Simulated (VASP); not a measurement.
Runs of VASP 6.6.1 on HfN. The structure is that of space group Pm-3m (No. 221), or close to it. The cells are those of the table. 

```tsv
level	U	cell	gap on the mesh (eV)	pressure (GPa)
RPBE	-	a = 2.825 Å, 2 atoms	none	(a)
r2SCAN	-	a = 2.825 Å, 2 atoms	none	(b)
PBE	-	a = 2.806 Å, 2 atoms	none	2.3
PBE	-	a = 2.862 Å, 2 atoms	none	-10.7
r2SCAN+U	Hf d U = 3.0 eV	a = 2.825 Å, 2 atoms	none	3.6
```

Alike in all rows: task single point; potentials or basis VASP PAW PBE potentials, release 64 (Hf_pv, N); no spin polarisation; k mesh 9 × 9 × 9; cutoff (eV) 520; smearing fermi-dirac 0.05 eV.

Estimate the missing entries.

(a) 2.1; (b) -7.9.

Caveats: spin-orbit coupling is left out, which moves the levels of the heavy elements; the PAW data sets were made with another functional, which shifts forces and pressure a little (some runs); U without spin polarisation on a metal has little footing (some runs).

A k mesh can miss the band edges, and the runs leave out spin-orbit coupling on Hf.

A gap of «none» marks levels without a gap at the run's occupations.
